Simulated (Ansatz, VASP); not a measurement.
One calculation of GaS2, two programs

```
CELL_PARAMETERS angstrom
4.33158 0.00000 0.00000
-2.16579 3.75126 0.00000
0.00000 0.00000 3.63417
ATOMIC_POSITIONS crystal
Ga 0.00000 0.00000 0.00000
S 0.33333 0.66667 0.50000
S 0.66667 0.33333 0.50000
```

Alike in both runs: functional PBE; k mesh 6 × 6 × 4; occupations gaussian, width 0.1 eV; no spin polarisation.

Ansatz relaxed the structure, and its values are those at the end. VASP's run is a single point on that final structure, the one shown.

|  | VASP | Ansatz |
| --- | --- | --- |
| version | VASP 6.6.1 | Ansatz 0.2.0 |
| potentials or method | VASP PAW PBE potentials, release 64 (Ga_d, S), cutoff 520 eV | scalar-relativistic, plane waves, PAW |
| valence electrons in the cell | 25 | 25 |

|  | VASP | Ansatz | Ansatz less VASP |
| --- | --- | --- | --- |
| gap on the k mesh at the Fermi level (eV) | none | none | - |
| pressure (GPa) | 0.0 | 0.0 | +0.05 |

A gap of «none» marks a metal or a gap that the smearing closes.

The k mesh is coarse, so the values compare programs but aren't converged.
